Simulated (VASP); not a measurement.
# NaCl (Fm-3m) in VASP: a series of runs

Aim: see how the results for NaCl move with the level of theory and the settings. Levels: PBEsol, PBE. Tasks: single point.

Everything below comes from runs of VASP 6.6.1. Logs are shortened: lines on timing, memory, paths and dates and some standing lists are left out, and cuts for length are marked.

## 1. The cell of the first run

The structure is cubic, space group Fm-3m (No. 225). The conventional cell has a = 5.605 Å, b = 5.605 Å, c = 5.605 Å, α = 90.00°, β = 90.00°, γ = 90.00°. Within 3.7 Å of Na (site symmetry m-3m) lie 6 Cl at 2.80 Å. Cl (site symmetry m-3m) has 6 Na at 2.80 Å within 3.7 Å.

## 2. Single point, PBEsol

Input file INCAR:

```
ALGO = Normal
EDIFF = 1E-6
ENCUT = 500
GGA = PS
GGA_COMPAT = F
ISIF = 2
ISMEAR = 0
LASPH = T
LCHARG = F
LREAL = F
LWAVE = F
NBANDS = 14
NELM = 120
PREC = Accurate
SIGMA = 0.01
```

Input file KPOINTS:

```
k-points
0
Gamma
  2 2 2
```

Input file POSCAR:

```
NaCl
1.0
    0.0000000000      2.8026988074      2.8026988074
    2.8026988074      0.0000000000      2.8026988074
    2.8026988074      2.8026988074      0.0000000000
Na Cl
1 1
Direct
    0.0000000000      0.0000000000      0.0000000000
    0.5000000000      0.5000000000      0.5000000000
```

Potentials or basis: VASP PAW PBE potentials, release 64 (Na_pv, Cl).

Command:

```
$ cat potpaw_PBE.64/Na_pv/POTCAR potpaw_PBE.64/Cl/POTCAR > POTCAR
$ mpirun -np 1 vasp_std > vasp.out
```

OUTCAR:

```text
EDIFF = 1E-6
   ENCUT = 500
   GGA = PS
   ISIF = 2
   ISMEAR = 0
   LASPH = T
   LREAL = F
   NELM = 120
   PREC = Accurate

 ion  position               nearest neighbor table
   1  0.000  0.000  0.000-
   2  0.500  0.500  0.500-

  LATTYP: Found a face centered cubic cell.
 ALAT       =     5.6053976148

  Lattice vectors:

 A1 = (   0.0000000000,   2.8026988074,   2.8026988074)
 A2 = (   2.8026988074,   0.0000000000,   2.8026988074)
 A3 = (   2.8026988074,   2.8026988074,   0.0000000000)

Analysis of symmetry for initial positions (statically):
=====================================================================
 Subroutine PRICEL returns:
 Original cell was already a primitive cell.

 Routine SETGRP: Setting up the symmetry group for a
 face centered cubic supercell.

 Subroutine GETGRP returns: Found 48 space group operations
 (whereof 48 operations were pure point group operations)
 out of a pool of 48 trial point group operations.

The static configuration has the point symmetry O_h .

Analysis of symmetry for dynamics (positions and initial velocities):
=====================================================================
 Subroutine PRICEL returns:
 Original cell was already a primitive cell.

 Routine SETGRP: Setting up the symmetry group for a
 face centered cubic supercell.

 Subroutine GETGRP returns: Found 48 space group operations
 (whereof 48 operations were pure point group operations)
 out of a pool of 48 trial point group operations.

The dynamic configuration has the point symmetry O_h .

 Subroutine INISYM returns: Found 48 space group operations
 (whereof 48 operations are pure point group operations),
 and found     1 'primitive' translations

----------------------------------------------------------------------------------------

                                     Primitive cell

  volume of cell :      44.0311

  direct lattice vectors                    reciprocal lattice vectors
     0.000000000  2.802698807  2.802698807    -0.178399476  0.178399476  0.178399476
     2.802698807  0.000000000  2.802698807     0.178399476 -0.178399476  0.178399476
     2.802698807  2.802698807  0.000000000     0.178399476  0.178399476 -0.178399476

  length of vectors
     3.963614665  3.963614665  3.963614665     0.308996957  0.308996957  0.308996957

  position of ions in fractional coordinates (direct lattice)
     0.000000000  0.000000000  0.000000000
     0.500000000  0.500000000  0.500000000

  ion indices of the primitive-cell ions
   primitive index   ion index
                 1           1
                 2           2

----------------------------------------------------------------------------------------

 KPOINTS: k-points

Automatic generation of k-mesh.
 Grid dimensions read from file:
 generate k-points for:    2    2    2

 Generating k-lattice:

  Cartesian coordinates                     Fractional coordinates (reciprocal lattice)
    -0.089199738  0.089199738  0.089199738     0.500000000  0.000000000  0.000000000
     0.089199738 -0.089199738  0.089199738     0.000000000  0.500000000  0.000000000
     0.089199738  0.089199738 -0.089199738     0.000000000  0.000000000  0.500000000

  Length of vectors
     0.154498479  0.154498479  0.154498479

  Shift w.r.t. Gamma in fractional coordinates (k-lattice)
     0.000000000  0.000000000  0.000000000

 Subroutine IBZKPT returns following result:
 ===========================================

 Found      3 irreducible k-points:

 Following reciprocal coordinates:
            Coordinates               Weight
  0.000000  0.000000  0.000000      1.000000
  0.500000  0.000000  0.000000      4.000000
  0.500000  0.500000  0.000000      3.000000
   k-points           NKPTS =      3   k-points in BZ     NKDIM =      3   number of bands    NBANDS=     14
   number of dos      NEDOS =    301   number of ions     NIONS =      2
   total plane-waves  NPLWV =  27000
   dimension x,y,z NGX =    30 NGY =   30 NGZ =   30
   dimension x,y,z NGXF=    60 NGYF=   60 NGZF=   60
   ions per type =               1   1
   NGX,Y,Z   is equivalent  to a cutoff of  12.58, 12.58, 12.58 a.u.
   NGXF,Y,Z  is equivalent  to a cutoff of  25.17, 25.17, 25.17 a.u.
 SYSTEM =  unknown system
   PREC   = accura    normal or accurate (medium, high low for compatibility)
   ISTART =      0    job   : 0-new  1-cont  2-samecut
   ICHARG =      2    charge: 1-file 2-atom 10-const
   ISPIN  =      1    spin polarized calculation?
   LNONCOLLINEAR =      F non collinear calculations
   LSORBIT =      F    spin-orbit coupling
   LASPH  =      T    aspherical Exc in radial PAW
   ENCUT  =  500.0 eV  36.75 Ry    6.06 a.u.   7.23  7.23  7.23*2*pi/ulx,y,z
   NELM   =    120;   NELMIN=  2; NELMDL= -5     # of ELM steps
   EDIFF  = 0.1E-05   stopping-criterion for ELM
   LREAL  =      F    real-space projection
   EDIFFG = 0.1E-04   stopping-criterion for IOM
   NSW    =      0    number of steps for IOM
   IBRION =     -1    ionic relax: 0-MD 1-quasi-New 2-CG
   NFREE  =      0    steps in history (QN), initial steepest desc. (CG)
   ISIF   =      2    stress and relaxation
   ISYM   =      2    0-nonsym 1-usesym 2-fastsym
   POTIM  = 0.5000    time-step for ionic-motion
   TEBEG  =    0.0;   TEEND  =   0.0 temperature during run
   PSTRESS=    0.0 pullay stress
   NELECT =      14.0000    total number of electrons
   NUPDOWN=      -1.0000    fix difference up-down
   EMIN   =  10.00;   EMAX   =-10.00  energy-range for DOS
   EFERMI =   0.00;   METHOD = LEGACY
   ISMEAR =     0;   SIGMA  =   0.01  broadening in eV -4-tet -1-fermi 0-gaus
   EFERMI_NEDOS =   21; number of points for ismear=-14 and -15
   IALGO  =     38    algorithm
   IMIX   =      4    mixing-type and parameters
     AMIX     =   0.40;   BMIX     =  1.00
     AMIX_MAG =   1.60;   BMIX_MAG =  1.00
  volume/ion in A,a.u.               =      22.02       148.57
  Fermi-wavevector in a.u.,A,eV,Ry     =   1.117372  2.111527 16.987146  1.248520
  Thomas-Fermi vector in A             =   2.253994
   LORBIT       =      0    0 simple, 1 ext, 2 COOP (PROOUT), +10 PAW based schemes
   GGA     = PS    functional components
   LHFCALC =     F    Hartree Fock is set to
   AEXX    =    0.0000 exact exchange contribution
   IVDW    =     0    specifies the selected vdW correction
   LEPSILON=     F    determine dielectric tensor
   LRPA    =     F    only Hartree local field effects (RPA)
 non-spin polarized calculation
 Gauss-broadening in eV      SIGMA  =   0.01
  energy-cutoff  :      500.00
  volume of cell :       44.03
 maximum number of plane-waves:      1139
 NGX is ok and might be reduce to    30
   NGX = 15   NGY = 15   NGZ = 15

 number of electron      14.0000003 magnetization

 Free energy of the ion-electron system (eV)
  ---------------------------------------------------
  ext. energy  EPLUGINS =         0.00000000
  ---------------------------------------------------
  free energy    TOTEN  =        -6.71422049 eV

  energy without entropy =       -6.71422049  energy(sigma->0) =       -6.71422049

 E-fermi :  -0.4109     XC(G=0):  -8.3444

 val. band max:       -0.4959406585   @ k =   0.0000   0.0000   0.0000
 cond. band min:       4.4216286454   @ k =   0.0000   0.0000   0.0000
 fundamental gap:      4.9175693039
 Fermi energy:        -0.4108692342

 k-point     1 :       0.0000    0.0000    0.0000
  band No.  band energies     occupation
      1     -21.3753      2.00000
      2     -21.3753      2.00000
      3     -21.3753      2.00000
      4     -13.1615      2.00000
      5      -0.4959      2.00000
      6      -0.4959      2.00000
      7      -0.4959      2.00000
      8       4.4216      0.00000
      9      10.4196      0.00000
     10      10.4196      0.00000
     11      10.4196      0.00000
     12      12.6618      0.00000
     13      12.6618      0.00000
     14      14.1066      0.00000

 k-point     2 :       0.5000    0.0000    0.0000
  band No.  band energies     occupation
      1     -21.4076      2.00000
      2     -21.3776      2.00000
      3     -21.3776      2.00000
      4     -12.7889      2.00000
      5      -2.5632      2.00000
      6      -0.7805      2.00000
      7      -0.7805      2.00000
      8       6.5264      0.00000
      9      10.1042      0.00000
     10      10.2971      0.00000
     11      10.2971      0.00000
     12      14.3314      0.00000
     13      15.6595      0.00000
     14      15.6595      0.00000

 k-point     3 :       0.5000    0.5000    0.0000
  band No.  band energies     occupation
      1     -21.3976      2.00000
      2     -21.3842      2.00000
      3     -21.3842      2.00000
      4     -12.7370      2.00000
      5      -2.2819      2.00000
      6      -1.1368      2.00000
      7      -1.1368      2.00000
      8       6.8614      0.00000
      9       7.2900      0.00000
     10      10.7322      0.00000
     11      14.1950      0.00000
     12      14.1950      0.00000
     13      14.7426      0.00000
     14      16.5498      0.00000

------------------------ aborting loop because EDIFF is reached ----------------------------------------

  FORCE on cell =-STRESS in cart. coord.  units (eV):
  Direction    XX          YY          ZZ          XY          YZ          ZX
  --------------------------------------------------------------------------------------
  -------------------------------------------------------------------------------------
  Total        0.5943660      0.5943660      0.5943660     -0.0000000      0.0000000     -0.0000000
  in kB       21.6274467     21.6274467     21.6274467     -0.0000000      0.0000000     -0.0000000
  external PRESSURE =      21.6274467 kB  Pullay stress =       0.0000000 kB

 VOLUME and BASIS-vectors are now :
 -----------------------------------------------------------------------------
  energy-cutoff  :      500.00
  volume of cell :       44.03
      direct lattice vectors                 reciprocal lattice vectors
     0.000000000  2.802698807  2.802698807    -0.178399476  0.178399476  0.178399476
     2.802698807  0.000000000  2.802698807     0.178399476 -0.178399476  0.178399476
     2.802698807  2.802698807  0.000000000     0.178399476  0.178399476 -0.178399476

 POSITION                                       TOTAL-FORCE (eV/Angst)
 -----------------------------------------------------------------------------------
      0.00000      0.00000      0.00000        -0.000000     -0.000000     -0.000000
      2.80270      2.80270      2.80270         0.000000      0.000000      0.000000
 -----------------------------------------------------------------------------------
    total drift:                               -0.000000      0.000000      0.000000

  FREE ENERGIE OF THE ION-ELECTRON SYSTEM (eV)
  ---------------------------------------------------
  free  energy   TOTEN  =        -6.7142204898 eV

  energy  without entropy=       -6.7142204898  energy(sigma->0) =       -6.71422049
```

Wall time 6.7 s (1 thread of Intel Xeon Platinum 8259CL at 2.50GHz (Skylake/Cascade Lake), shared host); peak memory 0.15 GiB.

What came out:

```
Free energy            : -6.7142 eV
Pressure               : 2.2 GPa
Band gap on the k mesh : 4.92 eV
```

Caveat: the k points lie up to 0.97 Å⁻¹ apart, too coarse for converged energies, forces and pressures; the PAW data sets were made with another functional, which shifts forces and pressure a little.

## 3. Single point, PBE

Input file INCAR:

```
PREC = Accurate
ENCUT = 500
EDIFF = 1E-6
ISMEAR = 0
SIGMA = 0.01
LREAL = F
LASPH = T
NELM = 120
ALGO = Normal
ISIF = 2
LWAVE = F
LCHARG = T
GGA = PE
LELF = T
LVHAR = T
NBANDS = 14
GGA_COMPAT = F
```

Input file KPOINTS:

```
regular mesh
0
Gamma
  4 4 4
```

POSCAR is that of step 2.

Potentials or basis: VASP PAW PBE potentials, release 64 (Na_pv, Cl).

Command:

```
$ cat potpaw_PBE.64/Na_pv/POTCAR potpaw_PBE.64/Cl/POTCAR > POTCAR
$ mpirun -np 1 vasp_std > vasp.out
```

Wall time 15 s (1 thread of Intel Xeon Platinum 8259CL at 2.50GHz (Skylake/Cascade Lake), shared host); peak memory 0.15 GiB.

The run converged. Its results:

```
Free energy            : -6.7674 eV
Pressure               : 1.2 GPa
Band gap on the k mesh : 5.18 eV
```

Levels at points of the mesh, in eV from the valence-band top:
| k point | band 5 | band 6 | band 7 | band 8 | band 9 | band 10 |
| --- | --- | --- | --- | --- | --- | --- |
| (0.00, 0.00, 0.00) | 0.00 | 0.00 | 0.00 | 5.18 | 11.14 | 11.14 |
| (0.50, 0.00, 0.00) | -1.98 | -0.27 | -0.27 | 7.31 | 10.78 | 11.02 |
| (0.50, 0.50, 0.00) | -1.71 | -0.61 | -0.61 | 7.59 | 8.06 | 11.45 |

Caveat: the k points lie up to 0.49 Å⁻¹ apart.
